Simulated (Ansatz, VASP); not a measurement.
One calculation of Mg5Se, two programs

```
Mg Se
1.0
     0.00000    4.98025    4.98025
     4.98025    0.00000    4.98025
     4.98025    4.98025    0.00000
Mg Se
5 1
Cartesian
  0.0000 0.0000 0.0000
  3.9382 6.0223 3.9382
  6.0223 6.0223 6.0223
  6.0223 3.9382 3.9382
  3.9382 3.9382 6.0223
  7.4704 7.4704 7.4704
```

Alike in both runs: functional PBE; k mesh 8 × 8 × 8; occupations gaussian, width 0.1 eV; no spin polarisation.

Ansatz relaxed the structure, and its values are those at the end. VASP's run is a single point on that final structure, the one shown.

|  | VASP | Ansatz |
| --- | --- | --- |
| version | VASP 6.6.1 | Ansatz 0.2.0 |
| potentials or method | VASP PAW PBE potentials, release 64 (Mg, Se), cutoff 520 eV | scalar-relativistic, plane waves, PAW |
| valence electrons in the cell | 16 | 66 |

|  | VASP | Ansatz | Ansatz less VASP |
| --- | --- | --- | --- |
| gap on the k mesh at the Fermi level (eV) | none | none | - |
| pressure (GPa) | 0.0 | 0.0 | +0.02 |
| rms of the force components (eV/Å) | 0.011 | 0.007 | -0.0046 |

A gap of «none» marks a metal or a gap that the smearing closes. With one functional, cell and mesh, what is left measures potentials, basis and numerics. VASP's potentials hold 16 valence electrons a cell and Ansatz's 66, so a difference there can come from the potentials and not from the codes.
